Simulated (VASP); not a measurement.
# Cl (Fm-3m) in VASP: single point with PBE

Aim: the single point of Cl with PBE.

Program: VASP 6.6.1. These are calculated values, not measurements. Logs are shortened: lines on timing, memory, paths and dates and some standing lists are left out, and cuts for length are marked.

**1. The cell of the first run**

It takes space group Fm-3m (No. 225, cubic). Conventional cell: a = 6.293 Å, b = 6.293 Å, c = 6.293 Å, α = 90.00°, β = 90.00°, γ = 90.00°. Cl (site symmetry m-3m) has 12 Cl at 4.45 Å within 5.8 Å.

**2. Single point, PBE**

Contents of INCAR:

```
  PREC = Accurate
  ENCUT = 520
  EDIFF = 1E-6
  ISMEAR = -1
  SIGMA = 0.1
  LREAL = False
  LASPH = True
  NELM = 80
  ALGO = Normal
  ISIF = 2
  LWAVE = False
  LCHARG = True
  GGA = PE
  LELF = True
  LVHAR = True
  NBANDS = 10
```

Contents of KPOINTS:

```
Automatic mesh
0
Gamma
  6 6 6
```

Contents of POSCAR:

```
Cl
1.0
    0.0000000000      3.1464700000      3.1464700000
    3.1464700000      0.0000000000      3.1464700000
    3.1464700000      3.1464700000      0.0000000000
Cl
1
Direct
    0.5000000000      0.5000000000      0.5000000000
```

Potentials or basis: VASP PAW PBE potentials, release 64 (Cl).

On the command line:

```sh
$ cat potpaw_PBE.64/Cl/POTCAR > POTCAR
$ mpirun -np 1 vasp_std > vasp.out
```

OUTCAR:

```text
PREC = Accurate
   ENCUT = 520
   EDIFF = 1E-6
   ISMEAR = -1
   LREAL = False
   LASPH = True
   NELM = 80
   ISIF = 2
   GGA = PE

 ion  position               nearest neighbor table
   1  0.500  0.500  0.500-

  LATTYP: Found a face centered cubic cell.
 ALAT       =     6.2929400000

  Lattice vectors:

 A1 = (   0.0000000000,   3.1464700000,   3.1464700000)
 A2 = (   3.1464700000,   0.0000000000,   3.1464700000)
 A3 = (   3.1464700000,   3.1464700000,   0.0000000000)

Analysis of symmetry for initial positions (statically):
=====================================================================
 Subroutine PRICEL returns:
 Original cell was already a primitive cell.

 Routine SETGRP: Setting up the symmetry group for a
 face centered cubic supercell.

 Subroutine GETGRP returns: Found 48 space group operations
 (whereof 48 operations were pure point group operations)
 out of a pool of 48 trial point group operations.

The static configuration has the point symmetry O_h .

Analysis of symmetry for dynamics (positions and initial velocities):
=====================================================================
 Subroutine PRICEL returns:
 Original cell was already a primitive cell.

 Routine SETGRP: Setting up the symmetry group for a
 face centered cubic supercell.

 Subroutine GETGRP returns: Found 48 space group operations
 (whereof 48 operations were pure point group operations)
 out of a pool of 48 trial point group operations.

The dynamic configuration has the point symmetry O_h .

 Subroutine INISYM returns: Found 48 space group operations
 (whereof 48 operations are pure point group operations),
 and found     1 'primitive' translations

----------------------------------------------------------------------------------------

                                     Primitive cell

  volume of cell :      62.3018

  direct lattice vectors                    reciprocal lattice vectors
     0.000000000  3.146470000  3.146470000    -0.158908237  0.158908237  0.158908237
     3.146470000  0.000000000  3.146470000     0.158908237 -0.158908237  0.158908237
     3.146470000  3.146470000  0.000000000     0.158908237  0.158908237 -0.158908237

  length of vectors
     4.449780548  4.449780548  4.449780548     0.275237140  0.275237140  0.275237140

  position of ions in fractional coordinates (direct lattice)
     0.500000000  0.500000000  0.500000000

  ion indices of the primitive-cell ions
   primitive index   ion index
                 1           1

----------------------------------------------------------------------------------------

 KPOINTS: Automatic mesh

Automatic generation of k-mesh.
 Grid dimensions read from file:
 generate k-points for:    6    6    6

 Generating k-lattice:

  Cartesian coordinates                     Fractional coordinates (reciprocal lattice)
    -0.026484706  0.026484706  0.026484706     0.166666667  0.000000000  0.000000000
     0.026484706 -0.026484706  0.026484706     0.000000000  0.166666667  0.000000000
     0.026484706  0.026484706 -0.026484706     0.000000000  0.000000000  0.166666667

  Length of vectors
     0.045872857  0.045872857  0.045872857

  Shift w.r.t. Gamma in fractional coordinates (k-lattice)
     0.000000000  0.000000000  0.000000000

 Subroutine IBZKPT returns following result:
 ===========================================

 Found     16 irreducible k-points:

 Following reciprocal coordinates:
            Coordinates               Weight
  0.000000  0.000000  0.000000      1.000000
  0.166667  0.000000  0.000000      8.000000
  0.333333  0.000000  0.000000      8.000000
  0.500000  0.000000  0.000000      4.000000
  0.166667  0.166667  0.000000      6.000000
  0.333333  0.166667  0.000000     24.000000
  0.500000  0.166667  0.000000     24.000000
 -0.333333  0.166667  0.000000     24.000000
 -0.166667  0.166667  0.000000     12.000000
  0.333333  0.333333  0.000000      6.000000
  0.500000  0.333333  0.000000     24.000000
 -0.333333  0.333333  0.000000     12.000000
  0.500000  0.500000  0.000000      3.000000
  0.500000  0.333333  0.166667     24.000000
 -0.333333  0.333333  0.166667     24.000000
 -0.333333  0.500000  0.166667     12.000000
   k-points           NKPTS =     16   k-points in BZ     NKDIM =     16   number of bands    NBANDS=     10
   number of dos      NEDOS =    301   number of ions     NIONS =      1
   total plane-waves  NPLWV =  46656
   dimension x,y,z NGX =    36 NGY =   36 NGZ =   36
   dimension x,y,z NGXF=    72 NGYF=   72 NGZF=   72
   ions per type =               1
   NGX,Y,Z   is equivalent  to a cutoff of  13.45, 13.45, 13.45 a.u.
   NGXF,Y,Z  is equivalent  to a cutoff of  26.90, 26.90, 26.90 a.u.
 SYSTEM =  unknown system
   PREC   = accura    normal or accurate (medium, high low for compatibility)
   ISTART =      0    job   : 0-new  1-cont  2-samecut
   ICHARG =      2    charge: 1-file 2-atom 10-const
   ISPIN  =      1    spin polarized calculation?
   LNONCOLLINEAR =      F non collinear calculations
   LSORBIT =      F    spin-orbit coupling
   LASPH  =      T    aspherical Exc in radial PAW
   ENCUT  =  520.0 eV  38.22 Ry    6.18 a.u.   8.27  8.27  8.27*2*pi/ulx,y,z
   NELM   =     80;   NELMIN=  2; NELMDL= -5     # of ELM steps
   EDIFF  = 0.1E-05   stopping-criterion for ELM
   LREAL  =      F    real-space projection
   EDIFFG = 0.1E-04   stopping-criterion for IOM
   NSW    =      0    number of steps for IOM
   IBRION =     -1    ionic relax: 0-MD 1-quasi-New 2-CG
   NFREE  =      0    steps in history (QN), initial steepest desc. (CG)
   ISIF   =      2    stress and relaxation
   ISYM   =      2    0-nonsym 1-usesym 2-fastsym
   POTIM  = 0.5000    time-step for ionic-motion
   TEBEG  =    0.0;   TEEND  =   0.0 temperature during run
   PSTRESS=    0.0 pullay stress
   NELECT =       7.0000    total number of electrons
   NUPDOWN=      -1.0000    fix difference up-down
   EMIN   =  10.00;   EMAX   =-10.00  energy-range for DOS
   EFERMI =   0.00;   METHOD = LEGACY
   ISMEAR =    -1;   SIGMA  =   0.10  broadening in eV -4-tet -1-fermi 0-gaus
   EFERMI_NEDOS =   21; number of points for ismear=-14 and -15
   IALGO  =     38    algorithm
   IMIX   =      4    mixing-type and parameters
     AMIX     =   0.40;   BMIX     =  1.00
     AMIX_MAG =   1.60;   BMIX_MAG =  1.00
  volume/ion in A,a.u.               =      62.30       420.43
  Fermi-wavevector in a.u.,A,eV,Ry     =   0.789964  1.492815  8.490620  0.624043
  Thomas-Fermi vector in A             =   1.895211
   LORBIT       =      0    0 simple, 1 ext, 2 COOP (PROOUT), +10 PAW based schemes
   GGA     = PE    functional components
[... 5 lines left out ...]
 non-spin polarized calculation
  energy-cutoff  :      520.00
  volume of cell :       62.30
 maximum number of plane-waves:      1694
 NGX is ok and might be reduce to    36
   NGX = 17   NGY = 17   NGZ = 17

 number of electron       7.0000001 magnetization

 Free energy of the ion-electron system (eV)
  ---------------------------------------------------
  ext. energy  EPLUGINS =         0.00000000
  ---------------------------------------------------
  free energy    TOTEN  =        -0.39798752 eV

  energy without entropy =       -0.18134969  energy(sigma->0) =       -0.28966860

 E-fermi :  -5.3881     XC(G=0):  -5.2151

 val. band max:       -5.3925688146   @ k =  -0.1667   0.1667   0.0000
 cond. band min:      -5.3824524856   @ k =   0.1667   0.0000   0.0000
 fundamental gap:      0.0101163290
 Fermi energy:        -5.3880806963

 k-point     1 :       0.0000    0.0000    0.0000
  band No.  band energies     occupation
      1     -17.8013      2.00000
      2      -5.3639      0.87965
      3      -5.3639      0.87965
      4      -5.3639      0.87965
      5       1.5211      0.00000
      6       7.6106      0.00000
      7       7.6106      0.00000
      8       7.6106      0.00000
      9       9.4116      0.00000
     10       9.4116      0.00000

 k-point     2 :       0.1667    0.0000    0.0000
  band No.  band energies     occupation
      1     -17.7846      2.00000
      2      -5.5403      1.64166
      3      -5.3825      0.97187
      4      -5.3825      0.97187
      5       2.0013      0.00000
      6       6.8233      0.00000
      7       7.7583      0.00000
      8       7.7583      0.00000
      9       9.0742      0.00000
     10       9.0742      0.00000

 k-point     3 :       0.3333    0.0000    0.0000
  band No.  band energies     occupation
      1     -17.7507      2.00000
      2      -5.8583      1.98202
      3      -5.4189      1.15307
      4      -5.4189      1.15307
      5       3.1097      0.00000
      6       5.7606      0.00000
      7       7.5195      0.00000
      8       7.5195      0.00000
      9       9.6962      0.00000
     10       9.6962      0.00000

 k-point     4 :       0.5000    0.0000    0.0000
  band No.  band energies     occupation
      1     -17.7336      2.00000
      2      -6.0039      1.99578
      3      -5.4369      1.23925
      4      -5.4369      1.23925
      5       3.9043      0.00000
      6       5.1530      0.00000
      7       7.3023      0.00000
      8       7.3023      0.00000
      9      10.4172      0.00000
     10      10.7647      0.00000

 k-point     5 :       0.1667    0.1667    0.0000
  band No.  band energies     occupation
      1     -17.7790      2.00000
      2      -5.5370      1.63206
      3      -5.4180      1.14845
      4      -5.4180      1.14845
      5       2.1548      0.00000
      6       6.7023      0.00000
      7       7.8823      0.00000
      8       7.8823      0.00000
      9       7.9753      0.00000
     10       9.6813      0.00000

 k-point     6 :       0.3333    0.1667    0.0000
  band No.  band energies     occupation
      1     -17.7509      2.00000
      2      -5.7677      1.95608
      3      -5.4673      1.37675
      4      -5.4627      1.35680
      5       3.0536      0.00000
      6       5.9736      0.00000
      7       6.9168      0.00000
      8       7.9541      0.00000
      9       8.7161      0.00000
     10      10.1341      0.00000

 k-point     7 :       0.5000    0.1667    0.0000
  band No.  band energies     occupation
      1     -17.7282      2.00000
      2      -5.9371      1.99178
      3      -5.5354      1.62709
      4      -5.4723      1.39800
      5       4.1633      0.00000
      6       5.1695      0.00000
      7       6.6159      0.00000
      8       7.6805      0.00000
      9       9.7244      0.00000
     10      10.8382      0.00000

 k-point     8 :      -0.3333    0.1667    0.0000
  band No.  band energies     occupation
      1     -17.7338      2.00000
      2      -5.8920      1.98712
      3      -5.5571      1.68856
      4      -5.4377      1.24305
      5       3.8518      0.00000
      6       5.4972      0.00000
      7       6.5553      0.00000
      8       7.6971      0.00000
      9       9.4751      0.00000
     10      10.8509      0.00000

 k-point     9 :      -0.1667    0.1667    0.0000
  band No.  band energies     occupation
      1     -17.7621      2.00000
      2      -5.6969      1.91281
      3      -5.4836      1.44448
      4      -5.3926      1.02244
      5       2.7022      0.00000
      6       6.2986      0.00000
      7       7.0993      0.00000
      8       8.1906      0.00000
      9       8.2777      0.00000
     10       9.8696      0.00000

 k-point    10 :       0.3333    0.3333    0.0000
  band No.  band energies     occupation
      1     -17.7343      2.00000
      2      -5.8255      1.97512
      3      -5.5238      1.59053
      4      -5.5238      1.59053
      5       3.4926      0.00000
      6       5.6831      0.00000
      7       6.3835      0.00000
      8       8.7318      0.00000
      9       8.7318      0.00000
     10      10.3446      0.00000

 k-point    11 :       0.5000    0.3333    0.0000
  band No.  band energies     occupation
      1     -17.7173      2.00000
      2      -5.8906      1.98695
      3      -5.6228      1.82541
      4      -5.5416      1.64564
      5       4.2024      0.00000
      6       5.4202      0.00000
      7       6.0723      0.00000
      8       8.6984      0.00000
      9       9.0852      0.00000
     10      10.9865      0.00000

 k-point    12 :      -0.3333    0.3333    0.0000
  band No.  band energies     occupation
      1     -17.7171      2.00000
      2      -5.7913      1.96513
      3      -5.7786      1.96053
      4      -5.4993      1.50514
      5       4.8391      0.00000
      6       5.1396      0.00000
      7       5.8896      0.00000
      8       8.1976      0.00000
      9       9.1141      0.00000
     10       9.9980      0.00000

 k-point    13 :       0.5000    0.5000    0.0000
  band No.  band energies     occupation
      1     -17.7118      2.00000
      2      -5.9476      1.99259
      3      -5.5755      1.73382
      4      -5.5755      1.73382
      5       4.0576      0.00000
      6       5.3163      0.00000
      7       6.2074      0.00000
      8       9.7056      0.00000
      9       9.7056      0.00000
     10      10.7816      0.00000

 k-point    14 :       0.5000    0.3333    0.1667
  band No.  band energies     occupation
      1     -17.7284      2.00000
      2      -5.8414      1.97874
      3      -5.6112      1.80598
      4      -5.4935      1.48304
      5       3.9628      0.00000
      6       5.7468      0.00000
      7       6.0013      0.00000
      8       8.0672      0.00000
      9       9.1396      0.00000
     10      10.9173      0.00000

 k-point    15 :      -0.3333    0.3333    0.1667
  band No.  band energies     occupation
      1     -17.7171      2.00000
      2      -5.8524      1.98093
      3      -5.6887      1.90573
      4      -5.5284      1.60524
      5       4.8811      0.00000
      6       5.0726      0.00000
      7       6.0008      0.00000
      8       7.7218      0.00000
      9       9.5973      0.00000
     10      10.5854      0.00000

 k-point    16 :      -0.3333    0.5000    0.1667
  band No.  band energies     occupation
      1     -17.7116      2.00000
      2      -5.8590      1.98213
      3      -5.6732      1.89072
      4      -5.5887      1.76285
      5       4.5469      0.00000
      6       5.5217      0.00000
      7       5.9629      0.00000
      8       7.6986      0.00000
      9      10.1654      0.00000
     10      10.9888      0.00000

------------------------ aborting loop because EDIFF is reached ----------------------------------------

  FORCE on cell =-STRESS in cart. coord.  units (eV):
  Direction    XX          YY          ZZ          XY          YZ          ZX
  --------------------------------------------------------------------------------------
  -------------------------------------------------------------------------------------
  Total       -0.3302179     -0.3302179     -0.3302179     -0.0000000     -0.0000000      0.0000000
  in kB       -8.4920089     -8.4920089     -8.4920089     -0.0000000     -0.0000000      0.0000000
  external PRESSURE =      -8.4920089 kB  Pullay stress =       0.0000000 kB

 VOLUME and BASIS-vectors are now :
 -----------------------------------------------------------------------------
  energy-cutoff  :      520.00
  volume of cell :       62.30
      direct lattice vectors                 reciprocal lattice vectors
     0.000000000  3.146470000  3.146470000    -0.158908237  0.158908237  0.158908237
     3.146470000  0.000000000  3.146470000     0.158908237 -0.158908237  0.158908237
     3.146470000  3.146470000  0.000000000     0.158908237  0.158908237 -0.158908237

 POSITION                                       TOTAL-FORCE (eV/Angst)
 -----------------------------------------------------------------------------------
      3.14647      3.14647      3.14647        -0.000000     -0.000000      0.000000
 -----------------------------------------------------------------------------------
    total drift:                                0.000000      0.000000      0.000000

  FREE ENERGIE OF THE ION-ELECTRON SYSTEM (eV)
  ---------------------------------------------------
  free  energy   TOTEN  =        -0.3979875238 eV

  energy  without entropy=       -0.1813496853  energy(sigma->0) =       -0.28966860
```

Wall time 9.8 s (1 thread of AMD EPYC 7R13 (Zen 3), shared host); peak memory 0.16 GiB.

Results:

```yaml
Free_energy: -0.3980 eV
Pressure: -0.8 GPa
```

Caveat: an odd number of electrons without spin polarisation forces a metal; a magnetic or distorted state may lie lower.
